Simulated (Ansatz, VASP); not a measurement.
**Si: VASP beside Ansatz**

INCAR

```
SYSTEM = Si
  ALGO = Normal
  EDIFF = 1E-7
  ENCUT = 520
  GGA = CA
  ISIF = 2
  ISMEAR = -1
  LASPH = .True.
  LCHARG = .False.
  LREAL = .False.
  LWAVE = .False.
  NBANDS = 8
  NELM = 60
  PREC = Accurate
  SIGMA = 0.1
```

Contents of KPOINTS:

```
k-points
0
Gamma
  16 16 16
  0 0 0
```

POSCAR

```
Si
1.0
   -1.5011081226      1.5011081226      1.5011081226
    1.5011081226     -1.5011081226      1.5011081226
    1.5011081226      1.5011081226     -1.5011081226
Si
1
Direct
    0.0000000000      0.0000000000      0.0000000000
```

Input for Ansatz:

```yaml
crystal:
  lattice:
    - [-1.5011081226, 1.5011081226, 1.5011081226]
    - [1.5011081226, -1.5011081226, 1.5011081226]
    - [1.5011081226, 1.5011081226, -1.5011081226]
  atoms:
    - { symbol: Si, position: [0.0, 0.0, 0.0] }
hamiltonian:
  xc: lda
  pseudopotentials:
    kind: paw
    azcp:
      Si: "pseudopotentials/Si.paw.azcp"
basis:
  ecutwfc: 420
  fft_grid_basis: typed
kpoints:
  mp_grid: { grid: [16, 16, 16], shift: [0, 0, 0] }
magnetization:
  spin_polarized: false
scf:
  occupations: { method: fermi_dirac, width: 0.1 }
  lower_state_search: "off"
output:
  stress: true
  write_density: true
  write_potential: true
  elf: true
  volumetric_format: npy
```

Alike in both runs: task single point; functional LDA; k mesh 16 × 16 × 16; occupations fermi-dirac, width 0.1 eV; no spin polarisation.

```csv
,VASP,Ansatz
version,VASP 6.6.1,Ansatz 0.2.0
potentials or method,"VASP PAW LDA potentials, release 64 (Si), cutoff 520 eV","plane waves (420 eV) with PAW, scalar-relativistic"
valence electrons in the cell,4,4
```

```tsv
	VASP	Ansatz	Ansatz less VASP
pressure (GPa)	4.8	4.7	-0.11
```

Ansatz warns that its potentials were made for another functional, while VASP's fit it. LDA's correlation is that of Perdew and Zunger in VASP and of Perdew and Wang (1992) in Ansatz.
